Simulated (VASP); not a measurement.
# MgO in VASP: further runs, part 2 of 2

VASP 6.6.1. The steps go on from the part before.

**3. Single point, HSE06 (strain along [111] -5.8%)**

POSCAR reads:

```
MgO
1.0
   -0.0885418197      2.1934638427      2.1934638427
    2.1934638427     -0.0885418197      2.1934638427
    2.1934638427      2.1934638427     -0.0885418197
Mg O
1 1
Direct
   -0.0044690628     -0.0044690628     -0.0044690628
    0.2544690628      0.2544690628      0.2544690628
```

INCAR.step1 reads:

```
ALGO = Normal
EDIFF = 1E-5
ENCUT = 520
GGA = PE
ISIF = 2
ISMEAR = 0
LASPH = True
LREAL = False
LWAVE = True
NBANDS = 11
NELM = 100
PREC = Accurate
SIGMA = 0.01
```

INCAR.step2 reads:

```
ALGO = Normal
EDIFF = 1E-6
ENCUT = 520
GGA = PE
HFSCREEN = 0.2079
ISIF = 2
ISMEAR = 0
ISTART = 1
LASPH = True
LCHARG = True
LELF = True
LHFCALC = True
LREAL = False
LVHAR = True
LWAVE = False
NBANDS = 11
NELM = 100
PREC = Accurate
PRECFOCK = Normal
SIGMA = 0.01
```

KPOINTS reads:

```
k-points
0
Gamma
  6 6 6
```

Potentials or basis: VASP PAW PBE potentials, release 64 (Mg, O).

Started as:

```bash
cat potpaw_PBE.64/Mg/POTCAR potpaw_PBE.64/O/POTCAR > POTCAR
cp INCAR.step1 INCAR
mpirun -np 1 vasp_std > vasp.out
cp INCAR.step2 INCAR
mpirun -np 1 vasp_std > vasp.out
```

OUTCAR:

```text
EDIFF = 1E-6
   ENCUT = 520
   GGA = PE
   HFSCREEN = 0.2079
   ISIF = 2
   ISMEAR = 0
   ISTART = 1
   LASPH = True
   LHFCALC = True
   LREAL = False
   NELM = 100
   PREC = Accurate
   PRECFOCK = Normal

 ion  position               nearest neighbor table
   1  0.996  0.996  0.996-   2 1.93   2 1.94   2 1.94   2 1.94
   2  0.254  0.254  0.254-   1 1.93   1 1.94   1 1.94   1 1.94

  LATTYP: Found a trigonal (rhomboedric) cell.
 ALAT       =     3.1032896920
 COS(alpha) =     0.4592596252

  Lattice vectors:

 A1 = (  -0.0885418197,   2.1934638427,   2.1934638427)
 A2 = (   2.1934638427,  -0.0885418197,   2.1934638427)
 A3 = (   2.1934638427,   2.1934638427,  -0.0885418197)

Analysis of symmetry for initial positions (statically):
=====================================================================
 Subroutine PRICEL returns:
 Original cell was already a primitive cell.

 Routine SETGRP: Setting up the symmetry group for a
 trigonal (rhombohedral) supercell.

 Subroutine GETGRP returns: Found  6 space group operations
 (whereof  6 operations were pure point group operations)
 out of a pool of 12 trial point group operations.

The static configuration has the point symmetry C_3v.

Analysis of symmetry for dynamics (positions and initial velocities):
=====================================================================
 Subroutine PRICEL returns:
 Original cell was already a primitive cell.

 Routine SETGRP: Setting up the symmetry group for a
 trigonal (rhombohedral) supercell.

 Subroutine GETGRP returns: Found  6 space group operations
 (whereof  6 operations were pure point group operations)
 out of a pool of 12 trial point group operations.

The dynamic configuration has the point symmetry C_3v.

 Subroutine INISYM returns: Found  6 space group operations
 (whereof  6 operations are pure point group operations),
 and found     1 'primitive' translations

----------------------------------------------------------------------------------------

                                     Primitive cell

  volume of cell :      22.3841

  direct lattice vectors                    reciprocal lattice vectors
    -0.088541820  2.193463843  2.193463843    -0.214592182  0.223618826  0.223618826
     2.193463843 -0.088541820  2.193463843     0.223618826 -0.214592182  0.223618826
     2.193463843  2.193463843 -0.088541820     0.223618826  0.223618826 -0.214592182

  length of vectors
     3.103289692  3.103289692  3.103289692     0.382178705  0.382178705  0.382178705

  position of ions in fractional coordinates (direct lattice)
     0.995530937  0.995530937  0.995530937
     0.254469063  0.254469063  0.254469063

  ion indices of the primitive-cell ions
   primitive index   ion index
                 1           1
                 2           2

----------------------------------------------------------------------------------------

 KPOINTS: k-points

Automatic generation of k-mesh.
 Grid dimensions read from file:
 generate k-points for:    6    6    6

[... 47 lines left out ...]
   total plane-waves  NPLWV =  13824
   dimension x,y,z NGX =    24 NGY =   24 NGZ =   24
   dimension x,y,z NGXF=    48 NGYF=   48 NGZF=   48
   ions per type =               1   1
   NGX,Y,Z   is equivalent  to a cutoff of  12.86, 12.86, 12.86 a.u.
   NGXF,Y,Z  is equivalent  to a cutoff of  25.71, 25.71, 25.71 a.u.
 SYSTEM =  unknown system
   PREC   = accura    normal or accurate (medium, high low for compatibility)
   ISTART =      1    job   : 0-new  1-cont  2-samecut
   ICHARG =      0    charge: 1-file 2-atom 10-const
   ISPIN  =      1    spin polarized calculation?
   LNONCOLLINEAR =      F non collinear calculations
   LSORBIT =      F    spin-orbit coupling
   LASPH  =      T    aspherical Exc in radial PAW
   ENCUT  =  520.0 eV  38.22 Ry    6.18 a.u.   5.77  5.77  5.77*2*pi/ulx,y,z
   NELM   =    100;   NELMIN=  2; NELMDL=  0     # of ELM steps
   EDIFF  = 0.1E-05   stopping-criterion for ELM
   LREAL  =      F    real-space projection
   EDIFFG = 0.1E-04   stopping-criterion for IOM
   NSW    =      0    number of steps for IOM
   IBRION =     -1    ionic relax: 0-MD 1-quasi-New 2-CG
   NFREE  =      0    steps in history (QN), initial steepest desc. (CG)
   ISIF   =      2    stress and relaxation
   ISYM   =      3    0-nonsym 1-usesym 2-fastsym
   POTIM  = 0.5000    time-step for ionic-motion
   TEBEG  =    0.0;   TEEND  =   0.0 temperature during run
   PSTRESS=    0.0 pullay stress
   NELECT =       8.0000    total number of electrons
   NUPDOWN=      -1.0000    fix difference up-down
   EMIN   =  10.00;   EMAX   =-10.00  energy-range for DOS
   EFERMI =   0.00;   METHOD = LEGACY
   ISMEAR =     0;   SIGMA  =   0.01  broadening in eV -4-tet -1-fermi 0-gaus
   EFERMI_NEDOS =   21; number of points for ismear=-14 and -15
   IALGO  =     38    algorithm
   IMIX   =      1    mixing-type and parameters
     AMIX     =   0.40;   BMIX     =  1.00
     AMIX_MAG =   1.60;   BMIX_MAG =  1.00
  volume/ion in A,a.u.               =      11.19        75.53
  Fermi-wavevector in a.u.,A,eV,Ry     =   1.161784  2.195453 18.364341  1.349741
  Thomas-Fermi vector in A             =   2.298352
   LORBIT       =      0    0 simple, 1 ext, 2 COOP (PROOUT), +10 PAW based schemes
   GGA     = PE    functional components
   LHFCALC =     T    Hartree Fock is set to
   PRECFOCK=normal    Normal, Fast or Accurate (Low or Medium for compatibility)
   ENCUT4O =  -1.0   cutoff for four orbital integrals eV
   NKREDX  =     1    reduce k-point grid by
   NKREDY  =     1    reduce k-point grid by
   NKREDZ  =     1    reduce k-point grid by
   AEXX    =    0.2500 exact exchange contribution
   HFSCREEN=    0.2079 screening length (either q_TF or 0.3 A-1)
   HFSCREENC=   0.2079 screening length for correlation (either q_TF or 0.3 A-1)
   ENCUTFOCK=  -1.0 apply spherical cutoff to Coloumb kernel
   IVDW    =     0    specifies the selected vdW correction
   LEPSILON=     F    determine dielectric tensor
   LRPA    =     F    only Hartree local field effects (RPA)
 non-spin polarized calculation
 Gauss-broadening in eV      SIGMA  =   0.01
  energy-cutoff  :      520.00
  volume of cell :       22.38
 maximum number of plane-waves:       612
  NGX = 18; NGY = 18; NGZ = 18

 number of electron       8.0000001 magnetization

 Free energy of the ion-electron system (eV)
  ---------------------------------------------------
  ext. energy  EPLUGINS =         0.00000000
  ---------------------------------------------------
  free energy    TOTEN  =       -13.87743961 eV

  energy without entropy =      -13.87743961  energy(sigma->0) =      -13.87743961

 E-fermi :   0.2589     XC(G=0):  -8.2226

 val. band max:        0.0958432458   @ k =   0.0000   0.0000   0.0000
 cond. band min:       5.4441289289   @ k =   0.0000   0.0000   0.0000
 fundamental gap:      5.3482856831
 Fermi energy:         0.2589207558

 k-point     1 :       0.0000    0.0000    0.0000
  band No.  band energies     occupation
      1     -17.7016      2.00000
      2      -0.2444      2.00000
      3      -0.2444      2.00000
      4       0.0958      2.00000
      5       5.4441      0.00000
      6      18.7846      0.00000
      7      18.7846      0.00000
      8      20.5811      0.00000
      9      22.4741      0.00000
     10      22.4741      0.00000
     11      23.2706      0.00000
[... 309 lines left out ...]
 k-point    24 :      -0.3333    0.5000    0.1667
  band No.  band energies     occupation
      1     -16.6559      2.00000
      2      -2.5396      2.00000
      3      -1.5676      2.00000
      4      -1.1787      2.00000
      5       9.0040      0.00000
      6      13.7389      0.00000
      7      16.8573      0.00000
      8      17.1797      0.00000
      9      21.3277      0.00000
     10      25.6777      0.00000
     11      27.0686      0.00000

 [... further k-points ...]

------------------------ aborting loop because EDIFF is reached ----------------------------------------

  FORCE on cell =-STRESS in cart. coord.  units (eV):
  Direction    XX          YY          ZZ          XY          YZ          ZX
  --------------------------------------------------------------------------------------
  -------------------------------------------------------------------------------------
  Total        1.1476403      1.1476403      1.1476403      0.4350181      0.4350181      0.4350181
  in kB       82.1443192     82.1443192     82.1443192     31.1371645     31.1371645     31.1371645
  external PRESSURE =      82.1443192 kB  Pullay stress =       0.0000000 kB

 VOLUME and BASIS-vectors are now :
 -----------------------------------------------------------------------------
  energy-cutoff  :      520.00
  volume of cell :       22.38
      direct lattice vectors                 reciprocal lattice vectors
    -0.088541820  2.193463843  2.193463843    -0.214592182  0.223618826  0.223618826
     2.193463843 -0.088541820  2.193463843     0.223618826 -0.214592182  0.223618826
     2.193463843  2.193463843 -0.088541820     0.223618826  0.223618826 -0.214592182

 POSITION                                       TOTAL-FORCE (eV/Angst)
 -----------------------------------------------------------------------------------
      4.27918      4.27918      4.27918         0.000133      0.000133      0.000133
      1.09381      1.09381      1.09381        -0.000133     -0.000133     -0.000133
 -----------------------------------------------------------------------------------
    total drift:                               -0.000315     -0.000315     -0.000315

  FREE ENERGIE OF THE ION-ELECTRON SYSTEM (eV)
  ---------------------------------------------------
  free  energy   TOTEN  =       -13.8774396105 eV

  energy  without entropy=      -13.8774396105  energy(sigma->0) =      -13.87743961
```

OUTCAR.step1:

```text
EDIFF = 1E-5
   ENCUT = 520
   GGA = PE
   ISIF = 2
   ISMEAR = 0
[... 558 lines left out ...]
 -----------------------------------------------------------------------------------
      4.27918      4.27918      4.27918        -0.018115     -0.018115     -0.018115
      1.09381      1.09381      1.09381         0.018115      0.018115      0.018115
 -----------------------------------------------------------------------------------
    total drift:                               -0.000241     -0.000241     -0.000241

  FREE ENERGIE OF THE ION-ELECTRON SYSTEM (eV)
  ---------------------------------------------------
  free  energy   TOTEN  =       -11.6008510849 eV

  energy  without entropy=      -11.6008510849  energy(sigma->0) =      -11.60085108
```

Run time: 14 min. Hardware: 1 thread of Intel Xeon Platinum 8488C (Sapphire Rapids), shared host; peak memory 0.25 GiB.

What came out:

| Quantity | Value |
| --- | --- |
| Free energy | -13.8774 eV |
| Pressure | 8.2 GPa |
| Band gap on the k mesh | 5.35 eV |

Caveat: the cell differs from its parent crystal (strain along [111] -5.8%); the cell stands under pressure; the structure was generated, so it needn't be the stable form of MgO; the PAW data sets were made with another functional, which shifts forces and pressure a little.

**4. Single point, HSE06 (epitaxial 111 strain +0.4%)**

POSCAR reads:

```
MgO
1.0
   -0.0086140562      2.2818350271      2.2818350271
    2.2818350271     -0.0086140562      2.2818350271
    2.2818350271      2.2818350271     -0.0086140562
Mg O
1 1
Direct
   -0.0003332306     -0.0003332306     -0.0003332306
    0.2503332306      0.2503332306      0.2503332306
```

INCAR.step1 reads:

```
SYSTEM = MgO
  PREC = Accurate
  ENCUT = 520
  EDIFF = 1E-5
  ISMEAR = 0
  SIGMA = 0.01
  LREAL = .FALSE.
  LASPH = .TRUE.
  NELM = 100
  ALGO = Normal
  ISIF = 2
  LWAVE = .TRUE.
  LCHARG = .FALSE.
  GGA = PE
  NBANDS = 11
```

INCAR.step2 reads:

```
SYSTEM = MgO
  PREC = Accurate
  ENCUT = 520
  EDIFF = 1E-6
  ISMEAR = 0
  SIGMA = 0.01
  LREAL = .FALSE.
  LASPH = .TRUE.
  NELM = 100
  ALGO = Normal
  ISIF = 2
  LWAVE = .FALSE.
  LCHARG = .FALSE.
  GGA = PE
  LHFCALC = .TRUE.
  HFSCREEN = 0.2079
  PRECFOCK = Normal
  ISTART = 1
  NBANDS = 11
```

KPOINTS reads:

```
Automatic mesh
0
G
  6 6 6
  0 0 0
```

Started as:

```bash
cat potpaw_PBE.64/Mg/POTCAR potpaw_PBE.64/O/POTCAR > POTCAR
cp INCAR.step1 INCAR
mpirun -np 1 vasp_std > vasp.out
cp INCAR.step2 INCAR
mpirun -np 1 vasp_std > vasp.out
```

It took 17 min on 1 thread of Intel Xeon Platinum 8488C (Sapphire Rapids), shared host; peak memory 0.26 GiB.

It converged, with:

* Free energy: -13.9402 eV
* Pressure: -0.8 GPa
* Band gap on the k mesh: 5.19 eV

Stress tensor (GPa, compression positive):
```
-0.79  0.33  0.33
 0.33 -0.79  0.33
 0.33  0.33 -0.79
```

Levels at points of the mesh, in eV from the valence-band top:
```
           k point  band 2  band 3  band 4  band 5  band 6  band 7
(0.00, 0.00, 0.00)   -0.03   -0.03    0.00    5.19   18.67   18.67
(0.50, 0.00, 0.00)   -3.23   -0.23   -0.22   10.54   11.53   16.44
(0.50, 0.50, 0.00)   -2.69   -0.85   -0.81    7.86   13.37   16.19
(0.50, 0.50, 0.50)   -3.21   -0.25   -0.25   10.53   11.56   16.40
```

Caveat: the cell differs from its parent crystal (epitaxial 111 strain +0.4%); the structure was generated, so it needn't be the stable form of MgO; the PAW data sets were made with another functional, which shifts forces and pressure a little.

**5. The runs side by side**

```csv
cell,gap on the mesh (eV),pressure (GPa)
"a = 3.150, b = 3.150, c = 3.070 Å, angles 60.8, 60.8, 58.3°, 2 atoms, biaxial xy strain -4.9%",5.85,15.3
"a = 3.103 Å, angles 62.7°, 2 atoms, strain along [111] -5.8%",5.35,8.2
"a = 3.227 Å, angles 60.2°, 2 atoms, epitaxial 111 strain +0.4%",5.19,-0.8
```

Alike in all rows: task single point; level HSE06; potentials or basis VASP PAW PBE potentials, release 64 (Mg, O); no spin polarisation; k mesh 6 × 6 × 6; cutoff (eV) 520; smearing gaussian 0.01 eV.

Caveats: the structure was generated, so it needn't be the stable form of MgO; the PAW data sets were made with another functional, which shifts forces and pressure a little; the cell stands under pressure (at least some runs).

Absolute energies hang on the potentials; compare differences alone.
